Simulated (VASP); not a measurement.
# TmV5 in VASP: single point with PBE

Aim: the single point of TmV5 with PBE.

Program: VASP 6.6.1. These are calculated values, not measurements. Logs are shortened: lines on timing, memory, paths and dates and some standing lists are left out, and cuts for length are marked.

## Step 1: The cell of the first run

The typed cell holds 6 atoms: a = 5.144 Å, b = 5.144 Å, c = 4.092 Å, α = 90.00°, β = 90.00°, γ = 60.00°.

## Step 2: Single point, PBE

Input file POSCAR:

```
TmV5
1.0
    2.5719109100      4.4546781700      0.0000000000
   -2.5719109100      4.4546781700      0.0000000000
    0.0000000000      0.0000000000      4.0917631600
Tm V
1 5
Direct
    0.0000000000      0.0000000000      0.0000000000
    0.3333000000      0.3334000000      0.0000000000
    0.6666000000      0.6667000000      0.0000000000
    0.5000000000      0.5000000000      0.5000000000
    0.5000000000      0.0000000000      0.5000000000
    0.0000000000      0.5000000000      0.5000000000
```

Input file INCAR.step1:

```
SYSTEM = TmV5
ALGO     = Normal         ! electronic algorithm
EDIFF    = 1E-6           ! SCF threshold, eV
ENCUT    = 520            ! plane-wave cutoff, eV
GGA      = PE             ! functional
ISIF     = 2              ! what is computed and relaxed
ISMEAR   = -1             ! smearing method
LASPH    = .TRUE.         ! aspherical terms in the spheres
LCHARG   = .TRUE.         ! write CHGCAR
LMAXMIX  = 6              ! l up to which the mixer works
LREAL    = .FALSE.        ! projectors in reciprocal space
LWAVE    = .FALSE.        ! write WAVECAR
NBANDS   = 53             ! bands
NELM     = 100            ! most SCF steps
PREC     = Accurate       ! precision mode
SIGMA    = 0.064          ! smearing width, eV
```

Input file KPOINTS.step1:

```
k-points
0
G
  5 5 6
  0 0 0
```

Input file INCAR.step2:

```
SYSTEM = TmV5
ALGO     = Normal         ! electronic algorithm
EDIFF    = 1E-6           ! SCF threshold, eV
ENCUT    = 520            ! plane-wave cutoff, eV
GGA      = PE             ! functional
ICHARG   = 11             ! starting density
ISIF     = 2              ! what is computed and relaxed
ISMEAR   = -5             ! smearing method
LASPH    = .TRUE.         ! aspherical terms in the spheres
LCHARG   = .FALSE.        ! write CHGCAR
LMAXMIX  = 6              ! l up to which the mixer works
LORBIT   = 10             ! projections on sites
LREAL    = .FALSE.        ! projectors in reciprocal space
LWAVE    = .FALSE.        ! write WAVECAR
NEDOS    = 1001           ! points of the DOS
NELM     = 100            ! most SCF steps
PREC     = Accurate       ! precision mode
SIGMA    = 0.064          ! smearing width, eV
```

Input file KPOINTS.step2:

```
k-points
0
G
  8 8 9
  0 0 0
```

Potentials or basis: VASP PAW PBE potentials, release 64 (Tm, V_sv).

The run is started by

```
cat potpaw_PBE.64/Tm/POTCAR potpaw_PBE.64/V_sv/POTCAR > POTCAR
cp INCAR.step1 INCAR
cp KPOINTS.step1 KPOINTS
mpirun -np 1 vasp_std > vasp.out
cp INCAR.step2 INCAR
cp KPOINTS.step2 KPOINTS
mpirun -np 1 vasp_std > vasp.out
```

OUTCAR:

```text
SYSTEM = TmV5
   EDIFF = 1E-6
   ENCUT = 520
   GGA = PE
   ICHARG = 11
   ISIF = 2
   ISMEAR = -5
   LASPH = .TRUE.
   LORBIT = 10
   LREAL = .FALSE.
   NELM = 100
   PREC = Accurate

 ion  position               nearest neighbor table
   1  0.000  0.000  0.000-   3 2.97   2 2.97   3 2.97   2 2.97   3 2.97   2 2.97   5 3.29   6 3.29
                             5 3.29   6 3.29   6 3.29   6 3.29   5 3.29   5 3.29   4 3.29   4 3.29
   2  0.333  0.333  0.000-   4 2.53   4 2.53   6 2.53   6 2.53   5 2.53   5 2.53   1 2.97   1 2.97
                             1 2.97
   3  0.667  0.667  0.000-   4 2.53   4 2.53   5 2.53   5 2.53   6 2.53   6 2.53   1 2.97   1 2.97
                             1 2.97
   4  0.500  0.500  0.500-   2 2.53   3 2.53   2 2.53   3 2.53   5 2.57   6 2.57   5 2.57   6 2.57
                             1 3.29   1 3.29   1 3.29   1 3.29
   5  0.500  0.000  0.500-   3 2.53   3 2.53   2 2.53   2 2.53   4 2.57   4 2.57   6 2.57   6 2.57
                             1 3.29   1 3.29   1 3.29   1 3.29
   6  0.000  0.500  0.500-   2 2.53   2 2.53   3 2.53   3 2.53   4 2.57   4 2.57   5 2.57   5 2.57
                             1 3.29   1 3.29   1 3.29   1 3.29

  LATTYP: Found a hexagonal cell.
 ALAT       =     5.1438199159
 C/A-ratio  =     0.7954716975

  Lattice vectors:

 A1 = (   2.5719109100,  -4.4546781700,   0.0000000000)
 A2 = (   2.5719109100,   4.4546781700,   0.0000000000)
 A3 = (   0.0000000000,   0.0000000000,   4.0917631600)

Analysis of symmetry for initial positions (statically):
=====================================================================
 Subroutine PRICEL returns:
 Original cell was already a primitive cell.

 Routine SETGRP: Setting up the symmetry group for a
 hexagonal supercell.

 Subroutine GETGRP returns: Found  4 space group operations
 (whereof  4 operations were pure point group operations)
 out of a pool of 24 trial point group operations.

The static configuration has the point symmetry C_2v.

Analysis of symmetry for dynamics (positions and initial velocities):
=====================================================================
 Subroutine PRICEL returns:
 Original cell was already a primitive cell.

 Routine SETGRP: Setting up the symmetry group for a
 hexagonal supercell.

 Subroutine GETGRP returns: Found  4 space group operations
 (whereof  4 operations were pure point group operations)
 out of a pool of 24 trial point group operations.

The dynamic configuration has the point symmetry C_2v.

 Subroutine INISYM returns: Found  4 space group operations
 (whereof  4 operations are pure point group operations),
 and found     1 'primitive' translations

----------------------------------------------------------------------------------------

                                     Primitive cell

  volume of cell :      93.7590

  direct lattice vectors                    reciprocal lattice vectors
     2.571910910  4.454678170  0.000000000     0.194407978  0.112241554  0.000000000
    -2.571910910  4.454678170  0.000000000    -0.194407978  0.112241554  0.000000000
     0.000000000  0.000000000  4.091763160     0.000000000  0.000000000  0.244393422

  length of vectors
     5.143819916  5.143819916  4.091763160     0.224483025  0.224483025  0.244393422

  position of ions in fractional coordinates (direct lattice)
     0.000000000  0.000000000  0.000000000
     0.333300000  0.333400000  0.000000000
     0.666600000  0.666700000  0.000000000
     0.500000000  0.500000000  0.500000000
     0.500000000  0.000000000  0.500000000
     0.000000000  0.500000000  0.500000000

  ion indices of the primitive-cell ions
   primitive index   ion index
                 1           1
                 2           2
                 3           3
                 4           4
                 5           5
                 6           6

----------------------------------------------------------------------------------------

 KPOINTS: k-points

Automatic generation of k-mesh.
 Grid dimensions read from file:
 generate k-points for:    8    8    9

 Generating k-lattice:

  Cartesian coordinates                     Fractional coordinates (reciprocal lattice)
     0.024300997  0.014030194  0.000000000     0.125000000  0.000000000  0.000000000
    -0.024300997  0.014030194  0.000000000     0.000000000  0.125000000  0.000000000
     0.000000000  0.000000000  0.027154825     0.000000000  0.000000000  0.111111111

  Length of vectors
     0.028060378  0.028060378  0.027154825

  Shift w.r.t. Gamma in fractional coordinates (k-lattice)
     0.000000000  0.000000000  0.000000000

 TETIRR: Found    868 inequivalent tetrahedra from     3456

 Subroutine IBZKPT returns following result:
 ===========================================

 Found    105 irreducible k-points:

 Following reciprocal coordinates:
            Coordinates               Weight
  0.000000  0.000000  0.000000      1.000000
  0.125000  0.000000  0.000000      4.000000
  0.125000  0.125000  0.000000      2.000000
  0.250000  0.000000  0.000000      4.000000
  0.250000  0.250000  0.000000      2.000000
  0.375000 -0.000000  0.000000      4.000000
[... 16 lines left out ...]
  0.125000  0.000000  0.111111      8.000000
  0.125000  0.125000  0.111111      4.000000
 [... further k-points ...]
   k-points           NKPTS =    105   k-points in BZ     NKDIM =    105   number of bands    NBANDS=     52
   number of dos      NEDOS =   1001   number of ions     NIONS =      6
   total plane-waves  NPLWV =  48000
   dimension x,y,z NGX =    40 NGY =   40 NGZ =   30
   dimension x,y,z NGXF=    80 NGYF=   80 NGZF=   60
   ions per type =               1   5
   NGX,Y,Z   is equivalent  to a cutoff of  12.93, 12.93, 12.19 a.u.
   NGXF,Y,Z  is equivalent  to a cutoff of  25.86, 25.86, 24.38 a.u.
 SYSTEM =  TmV5
   PREC   = accura    normal or accurate (medium, high low for compatibility)
   ISTART =      0    job   : 0-new  1-cont  2-samecut
   ICHARG =     11    charge: 1-file 2-atom 10-const
   ISPIN  =      1    spin polarized calculation?
   LNONCOLLINEAR =      F non collinear calculations
   LSORBIT =      F    spin-orbit coupling
   LASPH  =      T    aspherical Exc in radial PAW
   ENCUT  =  520.0 eV  38.22 Ry    6.18 a.u.   9.56  9.56  7.61*2*pi/ulx,y,z
   NELM   =    100;   NELMIN=  2; NELMDL=  0     # of ELM steps
   EDIFF  = 0.1E-05   stopping-criterion for ELM
   LREAL  =      F    real-space projection
   EDIFFG = 0.1E-04   stopping-criterion for IOM
   NSW    =      0    number of steps for IOM
   IBRION =     -1    ionic relax: 0-MD 1-quasi-New 2-CG
   NFREE  =      0    steps in history (QN), initial steepest desc. (CG)
   ISIF   =      2    stress and relaxation
   ISYM   =      2    0-nonsym 1-usesym 2-fastsym
   POTIM  = 0.5000    time-step for ionic-motion
   TEBEG  =    0.0;   TEEND  =   0.0 temperature during run
   PSTRESS=    0.0 pullay stress
   NELECT =      88.0000    total number of electrons
   NUPDOWN=      -1.0000    fix difference up-down
   EMIN   =  10.00;   EMAX   =-10.00  energy-range for DOS
   EFERMI =   0.00;   METHOD = LEGACY
   ISMEAR =    -5;   SIGMA  =   0.06  broadening in eV -4-tet -1-fermi 0-gaus
   EFERMI_NEDOS =   21; number of points for ismear=-14 and -15
   IALGO  =     38    algorithm
   IMIX   =      4    mixing-type and parameters
     AMIX     =   0.40;   BMIX     =  1.00
     AMIX_MAG =   1.60;   BMIX_MAG =  1.00
  volume/ion in A,a.u.               =      15.63       105.45
  Fermi-wavevector in a.u.,A,eV,Ry     =   1.602869  3.028984 34.955957  2.569190
  Thomas-Fermi vector in A             =   2.699622
   LORBIT       =     10    0 simple, 1 ext, 2 COOP (PROOUT), +10 PAW based schemes
   GGA     = PE    functional components
   LHFCALC =     F    Hartree Fock is set to
   AEXX    =    0.0000 exact exchange contribution
   IVDW    =     0    specifies the selected vdW correction
   LEPSILON=     F    determine dielectric tensor
   LRPA    =     F    only Hartree local field effects (RPA)
 non-spin polarized calculation
 Fermi weights with tetrahedron method with Bloechl corrections
  energy-cutoff  :      520.00
  volume of cell :       93.76
 maximum number of plane-waves:      2559
 NGX is ok and might be reduce to    40

 number of electron      87.9999984 magnetization

 Free energy of the ion-electron system (eV)
  ---------------------------------------------------
  ext. energy  EPLUGINS =         0.00000000
  ---------------------------------------------------
  free energy    TOTEN  =       -46.42033259 eV

  energy without entropy =      -46.42033259  energy(sigma->0) =      -46.42033259

 E-fermi :   7.5569     XC(G=0): -12.3201

 val. band max:        7.5639231057   @ k =   0.3750   0.5000   0.0000
 cond. band min:       7.5418978282   @ k =  -0.1250   0.2500   0.1111
 fundamental gap:     -0.0220252775
 Fermi energy:         7.5568680804

 k-point     1 :       0.0000    0.0000    0.0000
  band No.  band energies     occupation
      1     -56.1518      2.00000
      2     -55.9296      2.00000
      3     -55.9125      2.00000
      4     -55.9124      2.00000
      5     -55.8568      2.00000
      6     -41.5563      2.00000
[... 44 lines left out ...]
     51       9.5160      0.00000
     52       9.6513      0.00000

 k-point     2 :       0.1250    0.0000    0.0000
  band No.  band energies     occupation
      1     -56.1462      2.00000
      2     -55.9505      2.00000
      3     -55.9125      2.00000
      4     -55.8973      2.00000
      5     -55.8569      2.00000
      6     -41.5564      2.00000
[... 44 lines left out ...]
     51       9.4270      0.00000
     52       9.7820      0.00000
[... 1153 lines left out ...]
     51       9.4220      0.00000
     52       9.6892      0.00000

 k-point    24 :       0.1250    0.1250    0.1111
  band No.  band energies     occupation
      1     -56.1386      2.00000
      2     -55.9489      2.00000
      3     -55.9125      2.00000
      4     -55.8987      2.00000
      5     -55.8648      2.00000
      6     -41.5563      2.00000
[... 44 lines left out ...]
     51       9.4164      0.00000
     52       9.6295      0.00000

 [... further k-points ...]
[... 5 lines left out ...]
  --------------------------------------------------------------------------------------
  -------------------------------------------------------------------------------------
  Total      -39.0267420    -39.0341863    -39.3745878      0.0000000      0.0000000      0.0000000
  in kB     -666.8991158   -667.0263270   -672.8431953      0.0000000      0.0000000      0.0000000
  external PRESSURE =    -668.9228794 kB  Pullay stress =       0.0000000 kB

 VOLUME and BASIS-vectors are now :
 -----------------------------------------------------------------------------
  energy-cutoff  :      520.00
  volume of cell :       93.76
      direct lattice vectors                 reciprocal lattice vectors
     2.571910910  4.454678170  0.000000000     0.194407978  0.112241554  0.000000000
    -2.571910910  4.454678170  0.000000000    -0.194407978  0.112241554  0.000000000
     0.000000000  0.000000000  4.091763160     0.000000000  0.000000000  0.244393422

 POSITION                                       TOTAL-FORCE (eV/Angst)
 -----------------------------------------------------------------------------------
      0.00000      0.00000      0.00000        -0.001032     -0.000000      0.000000
     -0.00026      2.96993      0.00000         0.000822     -0.001269      0.000000
     -0.00026      5.93942      0.00000         0.000822      0.001269      0.000000
      0.00000      4.45468      2.04588         0.000531     -0.000000      0.000000
      1.28596      2.22734      2.04588        -0.000571      0.000642      0.000000
     -1.28596      2.22734      2.04588        -0.000571     -0.000642      0.000000
 -----------------------------------------------------------------------------------
    total drift:                               -0.000123      0.000000     -0.000000

  FREE ENERGIE OF THE ION-ELECTRON SYSTEM (eV)
  ---------------------------------------------------
  free  energy   TOTEN  =       -46.4203325923 eV

  energy  without entropy=      -46.4203325923  energy(sigma->0) =      -46.42033259

 total charge

# of ion       s       p       d       f       tot
--------------------------------------------------
    1        2.177   6.064   0.514  12.680  21.434
    2        2.373   6.195   3.112   0.000  11.679
    3        2.373   6.195   3.112   0.000  11.679
    4        2.380   6.198   3.112   0.000  11.690
    5        2.380   6.198   3.112   0.000  11.689
    6        2.380   6.198   3.112   0.000  11.689
--------------------------------------------------
tot         14.061  37.048  16.073  12.680  79.862
```

It took 42 min on 1 thread of Intel Xeon Platinum 8375C at 2.90GHz (Ice Lake), shared host; peak memory 0.53 GiB.

Results:

```
Valence electrons inside the program's atomic spheres : Tm 21.43; V 11.68, 11.69 (each value once)
```

Caveat: spin-orbit coupling is left out, which moves the levels of the heavy elements; semilocal functionals describe open f shells poorly, which spoils levels, moments and volumes.
